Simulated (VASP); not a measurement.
# LiSi3N2 (P4/mmm) in VASP: further runs, part 2 of 2

VASP 6.6.1.

### Step 3. Single point, PBE

This run uses another cell than the first one, of 15.55 Å³/atom.

Input file INCAR:

```
PREC = Accurate
ENCUT = 520
EDIFF = 1E-6
ISMEAR = 0
SIGMA = 0.1
LREAL = F
LASPH = T
NELM = 80
ALGO = Normal
ISIF = 2
LWAVE = F
LCHARG = F
GGA = PE
NBANDS = 22
```

Input file KPOINTS:

```
Automatic mesh
0
Gamma
  6 6 2
```

Input file POSCAR:

```
LiSi3N2
1.0
    3.0884395400      0.0000000000      0.0000000000
    0.0000000000      3.0884395400      0.0000000000
    0.0000000000      0.0000000000      9.7795861000
Li Si N
1 3 2
Direct
    0.0000000000      0.0000000000      0.0000000000
    0.5000000000      0.5000000000      0.1787200000
    0.5000000000      0.5000000000      0.5000000000
    0.5000000000      0.5000000000      0.8212800000
    0.0000000000      0.0000000000      0.3334420000
    0.0000000000      0.0000000000      0.6665580000
```

Potentials or basis: VASP PAW PBE potentials, release 64 (Li_sv, Si, N).

Command:

```
$ cat potpaw_PBE.64/Li_sv/POTCAR potpaw_PBE.64/Si/POTCAR potpaw_PBE.64/N/POTCAR > POTCAR
$ mpirun -np 1 vasp_std > vasp.out
```

OUTCAR:

```text
PREC = Accurate
   ENCUT = 520
   EDIFF = 1E-6
   ISMEAR = 0
   LREAL = F
   LASPH = T
   NELM = 80
   ISIF = 2
   GGA = PE

 ion  position               nearest neighbor table
   1  0.000  0.000  0.000-   2 2.80   4 2.80   2 2.80   4 2.80   2 2.80   4 2.80   2 2.80   4 2.80

   2  0.500  0.500  0.179-   1 2.80   1 2.80   1 2.80   1 2.80   3 3.14
   3  0.500  0.500  0.500-   2 3.14   4 3.14
   4  0.500  0.500  0.821-   1 2.80   1 2.80   1 2.80   1 2.80   3 3.14
   5  0.000  0.000  0.333-
   6  0.000  0.000  0.667-

  LATTYP: Found a simple tetragonal cell.
 ALAT       =     3.0884395400
 C/A-ratio  =     3.1665136951

  Lattice vectors:

 A1 = (   3.0884395400,   0.0000000000,   0.0000000000)
 A2 = (   0.0000000000,   3.0884395400,   0.0000000000)
 A3 = (   0.0000000000,   0.0000000000,   9.7795861000)

Analysis of symmetry for initial positions (statically):
=====================================================================
 Subroutine PRICEL returns:
 Original cell was already a primitive cell.

 Routine SETGRP: Setting up the symmetry group for a
 simple tetragonal supercell.

 Subroutine GETGRP returns: Found 16 space group operations
 (whereof 16 operations were pure point group operations)
 out of a pool of 16 trial point group operations.

The static configuration has the point symmetry D_4h.

Analysis of symmetry for dynamics (positions and initial velocities):
=====================================================================
 Subroutine PRICEL returns:
 Original cell was already a primitive cell.

 Routine SETGRP: Setting up the symmetry group for a
 simple tetragonal supercell.

 Subroutine GETGRP returns: Found 16 space group operations
 (whereof 16 operations were pure point group operations)
 out of a pool of 16 trial point group operations.
[... 122 lines left out ...]
   IMIX   =      4    mixing-type and parameters
     AMIX     =   0.40;   BMIX     =  1.00
     AMIX_MAG =   1.60;   BMIX_MAG =  1.00
  volume/ion in A,a.u.               =      15.55       104.92
  Fermi-wavevector in a.u.,A,eV,Ry     =   1.055493  1.994592 15.157775  1.114065
  Thomas-Fermi vector in A             =   2.190693
   LORBIT       =      0    0 simple, 1 ext, 2 COOP (PROOUT), +10 PAW based schemes
   GGA     = PE    functional components
   LHFCALC =     F    Hartree Fock is set to
   AEXX    =    0.0000 exact exchange contribution
   IVDW    =     0    specifies the selected vdW correction
   LEPSILON=     F    determine dielectric tensor
   LRPA    =     F    only Hartree local field effects (RPA)
 non-spin polarized calculation
 Gauss-broadening in eV      SIGMA  =   0.10
  energy-cutoff  :      520.00
  volume of cell :       93.28
 maximum number of plane-waves:      2552
 NGX is ok and might be reduce to    24
   NGX = 11   NGY = 11   NGZ = 37

 number of electron      24.9999997 magnetization

 Free energy of the ion-electron system (eV)
  ---------------------------------------------------
  ext. energy  EPLUGINS =         0.00000000
  ---------------------------------------------------
  free energy    TOTEN  =       -26.47037389 eV

  energy without entropy =      -26.44423190  energy(sigma->0) =      -26.45730290

 E-fermi :   4.6678     XC(G=0):  -9.8655

 val. band max:        4.6444156957   @ k =   0.5000   0.3333   0.5000
 cond. band min:       4.6799931405   @ k =   0.1667   0.1667   0.0000
 fundamental gap:      0.0355774449
 Fermi energy:         4.6677745945

 k-point     1 :       0.0000    0.0000    0.0000
  band No.  band energies     occupation
      1     -41.4838      2.00000
      2      -9.4431      2.00000
      3      -8.9036      2.00000
      4      -4.4754      2.00000
      5      -3.0703      2.00000
      6      -2.0910      2.00000
[... 489 lines left out ...]
     21       8.9462      0.00000
     22       9.3381      0.00000

------------------------ aborting loop because EDIFF is reached ----------------------------------------

  FORCE on cell =-STRESS in cart. coord.  units (eV):
  Direction    XX          YY          ZZ          XY          YZ          ZX
  --------------------------------------------------------------------------------------
  -------------------------------------------------------------------------------------
  Total      -10.5772854    -10.5772854    -12.9452076      0.0000000     -0.0000000      0.0000000
  in kB     -181.6712154   -181.6712154   -222.3416993      0.0000000     -0.0000000      0.0000000
  external PRESSURE =    -195.2280433 kB  Pullay stress =       0.0000000 kB

 VOLUME and BASIS-vectors are now :
 -----------------------------------------------------------------------------
  energy-cutoff  :      520.00
  volume of cell :       93.28
      direct lattice vectors                 reciprocal lattice vectors
     3.088439540  0.000000000  0.000000000     0.323788110  0.000000000  0.000000000
     0.000000000  3.088439540  0.000000000     0.000000000  0.323788110  0.000000000
     0.000000000  0.000000000  9.779586100     0.000000000  0.000000000  0.102253816

 POSITION                                       TOTAL-FORCE (eV/Angst)
 -----------------------------------------------------------------------------------
      0.00000      0.00000      0.00000        -0.000000     -0.000000      0.000000
      1.54422      1.54422      1.74781        -0.000000     -0.000000      2.403637
      1.54422      1.54422      4.88979        -0.000000     -0.000000      0.000000
      1.54422      1.54422      8.03178        -0.000000      0.000000     -2.403637
      0.00000      0.00000      3.26092        -0.000000      0.000000     -0.982923
      0.00000      0.00000      6.51866         0.000000      0.000000      0.982923
 -----------------------------------------------------------------------------------
    total drift:                               -0.000000     -0.000000      0.000000

  FREE ENERGIE OF THE ION-ELECTRON SYSTEM (eV)
  ---------------------------------------------------
  free  energy   TOTEN  =       -26.4703738872 eV

  energy  without entropy=      -26.4442319047  energy(sigma->0) =      -26.45730290
```

stdout:

```text
POSCAR found type information on POSCAR LiSiN
 POSCAR found :  3 types and       6 ions
 scaLAPACK will be used
 LDA part: xc-table for (Slater+PW92), standard interpolation
 POSCAR, INCAR and KPOINTS ok, starting setup
 FFT: planning ... GRIDC
 FFT: planning ... GRID_SOFT
 FFT: planning ... GRID
 WAVECAR not read
 entering main loop
```

It took 37 s on 1 thread of Intel Xeon 6975P-C (Granite Rapids), shared host; peak memory 0.21 GiB.

What came out:

* Free energy: -26.4704 eV
* Largest force: 2.404 eV/Å
* Band gap on the k mesh: zero (an odd number of electrons rules out a gap without spin polarisation)

Forces in eV/Å, atoms in the order of the input:
```
Li   0.000  0.000  0.000
Si   0.000  0.000  2.404
Si   0.000  0.000  0.000
Si   0.000  0.000 -2.404
N    0.000  0.000 -0.983
N    0.000  0.000  0.983
```

Caveat: the cutoff is under 1.25 times the usual one of these potentials, so pressure, stress and relaxed cells hold a basis-set (Pulay) error; forces of over 1 eV/Å act on the atoms, so gaps and moduli don't describe the material at rest.

### Step 4. Single point, PBE

This run uses another cell than the first one, of 11.33 Å³/atom.

Input file INCAR:

```
  PREC = Accurate
  ENCUT = 520
  EDIFF = 1E-6
  ISMEAR = 0
  SIGMA = 0.1
  LREAL = False
  LASPH = True
  NELM = 80
  ALGO = Normal
  ISIF = 2
  LWAVE = False
  LCHARG = False
  GGA = PE
  NBANDS = 22
```

Input file KPOINTS:

```
Automatic mesh
0
Gamma
  14 14 4
```

Input file POSCAR:

```
LiSi3N2
1.0
    2.6668953119      0.0000000000      0.0000000000
    0.0000000000      2.6668953119      0.0000000000
    0.0000000000      0.0000000000      9.5546162518
Li Si N
1 3 2
Direct
    0.0000000000      0.0000000000      0.0000000000
    0.5000000000      0.5000000000      0.2488000312
    0.5000000000      0.5000000000      0.5000000000
    0.5000000000      0.5000000000      0.7511999688
    0.0000000000      0.0000000000      0.2084305544
    0.0000000000      0.0000000000      0.7915694456
```

Command:

```
$ cat potpaw_PBE.64/Li_sv/POTCAR potpaw_PBE.64/Si/POTCAR potpaw_PBE.64/N/POTCAR > POTCAR
$ mpirun -np 1 vasp_std > vasp.out
```

It took 1.7 min on 1 thread of Intel Xeon 6975P-C (Granite Rapids), shared host; peak memory 0.26 GiB.

The run converged. Its results:

```yaml
Free_energy: -35.2407 eV
Largest_force: 0.013 eV/Å
Band_gap_on_the_k_mesh: zero (an odd number of electrons rules out a gap without spin polarisation)
```

Forces in eV/Å, atoms in the order of the input:
```
Li   0.000  0.000  0.000
Si   0.000  0.000  0.013
Si   0.000  0.000  0.000
Si   0.000  0.000 -0.013
N    0.000  0.000  0.004
N    0.000  0.000 -0.004
```

Levels at points of the mesh, in eV from the Fermi level:
| k point | band 10 | band 11 | band 12 | band 13 | band 14 | band 15 |
| --- | --- | --- | --- | --- | --- | --- |
| (0.00, 0.00, 0.00) | -4.39 | -3.29 | -1.26 | 1.65 | 2.56 | 4.30 |
| (0.50, 0.00, 0.00) | -3.39 | -3.36 | -3.34 | -1.03 | 2.78 | 2.80 |
| (0.50, 0.50, 0.00) | -3.39 | -3.21 | -1.96 | -1.96 | -1.72 | 0.27 |
| (0.00, 0.00, 0.50) | -4.39 | -3.89 | -0.31 | 0.77 | 3.42 | 3.62 |
| (0.50, 0.00, 0.50) | -3.45 | -3.36 | -3.35 | 0.14 | 0.98 | 2.66 |
| (0.50, 0.50, 0.50) | -3.45 | -3.15 | -1.94 | -1.94 | -1.43 | -0.14 |

Caveat: the cutoff is under 1.25 times the usual one of these potentials, so pressure, stress and relaxed cells hold a basis-set (Pulay) error.

### Step 5. Relaxation of cell and atoms, PBE

This run uses another cell than the first one, of 15.55 Å³/atom.

Input file INCAR:

```
  PREC = Accurate
  ENCUT = 600
  EDIFF = 1E-7
  ISMEAR = 0
  SIGMA = 0.1
  LREAL = False
  LASPH = True
  NELM = 100
  ALGO = Normal
  ISIF = 3
  LWAVE = False
  LCHARG = False
  GGA = PE
  IBRION = 2
  NSW = 90
  EDIFFG = -0.04
```

Input file KPOINTS:

```
regular mesh
0
Gamma
  6 6 2
```

Input file POSCAR:

```
LiSi3N2
1.0
    3.0884395400      0.0000000000      0.0000000000
    0.0000000000      3.0884395400      0.0000000000
    0.0000000000      0.0000000000      9.7795861000
Li Si N
1 3 2
Direct
    0.0000000000      0.0000000000      0.0000000000
    0.5000000000      0.5000000000      0.1787200000
    0.5000000000      0.5000000000      0.5000000000
    0.5000000000      0.5000000000      0.8212800000
    0.0000000000      0.0000000000      0.3334420000
    0.0000000000      0.0000000000      0.6665580000
```

Command:

```
$ cat potpaw_PBE.64/Li_sv/POTCAR potpaw_PBE.64/Si/POTCAR potpaw_PBE.64/N/POTCAR > POTCAR
$ mpirun -np 1 vasp_std > vasp.out
```

Wall time 16 min (1 thread of Intel Xeon 6975P-C (Granite Rapids), shared host); peak memory 0.27 GiB.

Results (log left out):

```
Free energy                           : -35.4381 eV
Relaxed volume                        : 11.33 Å³/atom
Relaxed cell                          : a = 2.665 Å, b = 2.665 Å, c = 9.568 Å, α = 90.00°, β = 90.00°, γ = 90.00°
Space group after relaxing (to 0.1 Å) : P4/mmm (No. 123)
Energy gained by relaxing             : 1495.1 meV/atom
Ionic steps                           : 42
Pressure after relaxing               : 0.0 GPa
Largest force after relaxing          : 0.023 eV/Å
Band gap on the k mesh                : zero (an odd number of electrons rules out a gap without spin polarisation)
```

Forces in eV/Å, atoms in the order of the input:
```
Li   0.000  0.000  0.000
Si   0.000  0.000  0.018
Si   0.000  0.000  0.000
Si   0.000  0.000 -0.018
N    0.000  0.000 -0.023
N    0.000  0.000  0.023
```

Stress tensor (GPa, compression positive):
```
 0.21  0.00  0.00
 0.00  0.21  0.00
 0.00  0.00 -0.36
```

Step by step:
| step | energy change (eV) | largest force (eV/Å) | pressure (GPa) | volume (Å³) |
| --- | --- | --- | --- | --- |
| 1 | 0.0000 | 2.3881 | -19.54 | 93.28 |
| 3 | -3.6069 | 1.7740 | 2.43 | 61.79 |
| 5 | -4.1964 | 1.5159 | 8.98 | 61.05 |
| 7 | -5.0117 | 2.0939 | 23.25 | 61.50 |
| 9 | -5.5662 | 2.4249 | 20.01 | 64.08 |
| 11 | -8.2377 | 0.8578 | 4.38 | 75.68 |
| 13 | -8.2422 | 1.1847 | 3.65 | 76.21 |
| 15 | -8.2839 | 0.6535 | 3.17 | 76.26 |
| 17 | -8.3495 | 0.1481 | -1.28 | 79.05 |
| 19 | -8.3535 | 0.1579 | -0.57 | 78.59 |
| 21 | -8.3595 | 0.1419 | 0.32 | 77.93 |
| 23 | -8.3906 | 0.2038 | 0.40 | 76.78 |
| 25 | -8.5658 | 0.8158 | 0.94 | 72.16 |
| 27 | -8.7947 | 1.2465 | 3.72 | 67.46 |
| 29 | -8.8097 | 1.3146 | 4.86 | 66.51 |
| 31 | -8.8228 | 1.2469 | 5.12 | 66.11 |
| 33 | -8.8484 | 1.1359 | 4.36 | 66.38 |
| 35 | -8.9288 | 0.6276 | 1.21 | 67.63 |
| 37 | -8.9547 | 0.2365 | -1.65 | 68.92 |
| 39 | -8.9684 | 0.0552 | -0.50 | 68.27 |
| 41 | -8.9701 | 0.0504 | 0.09 | 67.95 |
| 42 | -8.9706 | 0.0226 | 0.02 | 67.96 |

Final structure:
```xyz
6
Lattice="2.6651 0.0000 0.0000 0.0000 2.6651 0.0000 0.0000 0.0000 9.5679" Properties=species:S:1:pos:R:3 pbc="T T T"
Li    0.0000    0.0000    9.5679
Si    1.3325    1.3325    2.3869
Si    1.3325    1.3325    4.7840
Si    1.3325    1.3325    7.1810
N     0.0000    0.0000    2.0043
N     0.0000    0.0000    7.5636
```

Levels at points of the mesh, in eV from the Fermi level:
```tsv
k point	band 10	band 11	band 12	band 13	band 14	band 15
(0.00, 0.00, 0.00)	-4.48	-3.38	-1.34	1.59	2.45	4.20
(0.50, 0.00, 0.00)	-3.47	-3.44	-3.43	-1.12	2.71	2.72
(0.50, 0.50, 0.00)	-3.46	-3.28	-2.05	-2.05	-1.79	0.18
(0.00, 0.00, 0.50)	-4.48	-3.98	-0.38	0.70	3.29	3.57
(0.50, 0.00, 0.50)	-3.52	-3.44	-3.43	0.03	0.90	2.59
(0.50, 0.50, 0.50)	-3.51	-3.22	-2.02	-2.02	-1.51	-0.22
```

Caveat: the cutoff is under 1.25 times the usual one of these potentials, so pressure, stress and relaxed cells hold a basis-set (Pulay) error; the volume moved by over 15 % at a fixed basis, so the end points are rough.

### Step 6. Relaxation of cell and atoms, PBE

Input file INCAR:

```
SYSTEM = LiSi3N2
PREC = Accurate ; ENCUT = 600
EDIFF = 1E-6 ; ISMEAR = 0
SIGMA = 0.1 ; LREAL = .FALSE.
LASPH = .TRUE. ; NELM = 80
ALGO = Normal ; ISIF = 3
LWAVE = .FALSE. ; LCHARG = .FALSE.
GGA = PE ; IBRION = 2
NSW = 100 ; EDIFFG = -0.01
```

Input file KPOINTS:

```
regular mesh
0
G
  14 14 4
  0 0 0
```

Input file POSCAR:

```
LiSi3N2
1.0
    2.6679279414      0.0000000000      0.0000000000
    0.0000000000      2.6679279414      0.0000000000
    0.0000000000      0.0000000000      9.5679379060
Li Si N
1 3 2
Direct
    0.0000000000      0.0000000000      0.0000000000
    0.5000000000      0.5000000000      0.2493607698
    0.5000000000      0.5000000000      0.5000000000
    0.5000000000      0.5000000000      0.7506392302
    0.0000000000      0.0000000000      0.2092902986
    0.0000000000      0.0000000000      0.7907097014
```

Potentials or basis: VASP PAW PBE potentials, release 64 (Li_sv, Si, N).

Command:

```
$ cat potpaw_PBE.64/Li_sv/POTCAR potpaw_PBE.64/Si/POTCAR potpaw_PBE.64/N/POTCAR > POTCAR
$ mpirun -np 1 vasp_std > vasp.out
```

Wall time 3.6 min (1 thread of Intel Xeon 6975P-C (Granite Rapids), shared host); peak memory 0.3 GiB.

It converged, with:

| Quantity | Value |
| --- | --- |
| Free energy | -35.2446 eV |
| Relaxed volume | 11.32 Å³/atom |
| Relaxed cell | a = 2.666 Å, b = 2.666 Å, c = 9.557 Å, α = 90.00°, β = 90.00°, γ = 90.00° |
| Space group after relaxing (to 0.1 Å) | P4/mmm (No. 123) |
| Energy gained by relaxing | 0.1 meV/atom |
| Ionic steps | 6 |
| Pressure after relaxing | 0.0 GPa |
| Band gap on the k mesh | zero (an odd number of electrons rules out a gap without spin polarisation) |

Forces on the atoms (eV/Å):
```
Li   0.000  0.000  0.000
Si   0.000  0.000 -0.002
Si   0.000  0.000  0.000
Si   0.000  0.000  0.002
N    0.000  0.000  0.002
N    0.000  0.000 -0.002
```

Stress tensor (GPa, compression positive):
```
 0.01  0.00  0.00
 0.00  0.01  0.00
 0.00  0.00 -0.08
```

Step by step:
| step | energy change (eV) | largest force (eV/Å) | pressure (GPa) | volume (Å³) |
| --- | --- | --- | --- | --- |
| 1 | 0.0000 | 0.0483 | -0.29 | 68.10 |
| 2 | -0.0003 | 0.0276 | 0.10 | 67.90 |
| 3 | -0.0003 | 0.0275 | 0.10 | 67.90 |
| 4 | -0.0004 | 0.0187 | 0.05 | 67.92 |
| 5 | -0.0005 | 0.0210 | -0.02 | 67.94 |
| 6 | -0.0005 | 0.0022 | -0.02 | 67.94 |

Final structure:
```cif
data_structure
_symmetry_space_group_name_H-M 'P 1'
_symmetry_Int_Tables_number 1
_cell_length_a 2.6661
_cell_length_b 2.6661
_cell_length_c 9.5573
_cell_angle_alpha 90.000
_cell_angle_beta 90.000
_cell_angle_gamma 90.000
_cell_volume 67.94
loop_
_atom_site_label
_atom_site_type_symbol
_atom_site_fract_x
_atom_site_fract_y
_atom_site_fract_z
_atom_site_occupancy
Li1 Li 0.00000 0.00000 0.00000 1
Si1 Si 0.50000 0.50000 0.24902 1
Si2 Si 0.50000 0.50000 0.50000 1
Si3 Si 0.50000 0.50000 0.75098 1
N1 N 0.00000 0.00000 0.20854 1
N2 N 0.00000 0.00000 0.79146 1
```

Levels at points of the mesh, in eV from the Fermi level:
```
           k point  band 9  band 10  band 11  band 12  band 13  band 14  band 15  band 16
(0.00, 0.00, 0.00)   -4.39    -4.39    -3.30    -1.26     1.65     2.55     4.30     4.86
(0.50, 0.00, 0.00)   -3.92    -3.39    -3.36    -3.34    -1.03     2.77     2.80     3.92
(0.50, 0.50, 0.00)   -4.35    -3.40    -3.21    -1.97    -1.97    -1.71     0.27     3.06
(0.00, 0.00, 0.50)   -4.39    -4.39    -3.90    -0.31     0.78     3.41     3.62     4.91
(0.50, 0.00, 0.50)   -4.21    -3.45    -3.36    -3.34     0.14     0.98     2.65     4.87
(0.50, 0.50, 0.50)   -4.43    -3.45    -3.15    -1.95    -1.95    -1.43    -0.14     2.33
```

Caveat: the cutoff is under 1.25 times the usual one of these potentials, so pressure, stress and relaxed cells hold a basis-set (Pulay) error.

### Step 7. Overview

| task | cell | k mesh | cutoff (eV) | gap on the mesh (eV) | pressure (GPa) | relaxed volume (Å³/atom) | largest force (eV/Å) |
| --- | --- | --- | --- | --- | --- | --- | --- |
| single point | a = 2.668, b = 2.668, c = 9.568 Å, 6 atoms, atomic positions A | 6 × 6 × 2 | 520 | none | - | - | 0.01 |
| single point | a = 3.088, b = 3.088, c = 9.780 Å, 6 atoms, atomic positions B | 6 × 6 × 2 | 520 | none | - | - | 2.40 |
| single point | a = 2.667, b = 2.667, c = 9.555 Å, 6 atoms, atomic positions C | 14 × 14 × 4 | 520 | none | - | - | 0.01 |
| relaxation of cell and atoms | relaxed from a = 3.088, b = 3.088, c = 9.780 Å, 6 atoms, atomic positions B | 6 × 6 × 2 | 600 | none | 0.0 | 11.33 | 0.02 |
| relaxation of cell and atoms | relaxed from a = 2.668, b = 2.668, c = 9.568 Å, 6 atoms, atomic positions A | 14 × 14 × 4 | 600 | none | 0.0 | 11.32 | - |

Alike in all rows: level PBE; potentials or basis VASP PAW PBE potentials, release 64 (Li_sv, Si, N); no spin polarisation; smearing gaussian 0.1 eV.

Caveats: some runs use coarse meshes; the cutoff is under 1.25 times the usual one of these potentials, so pressure, stress and relaxed cells hold a basis-set (Pulay) error; forces of over 1 eV/Å act on the atoms, so gaps and moduli don't describe the material at rest (at least some runs); the volume moved by over 15 % at a fixed basis, so the end points are rough (at least some runs).

Total energies depend on the potentials used, so only differences within one code and one set of settings carry meaning.

The gap in the log of VASP goes by the Fermi energy; the results here count the filled bands.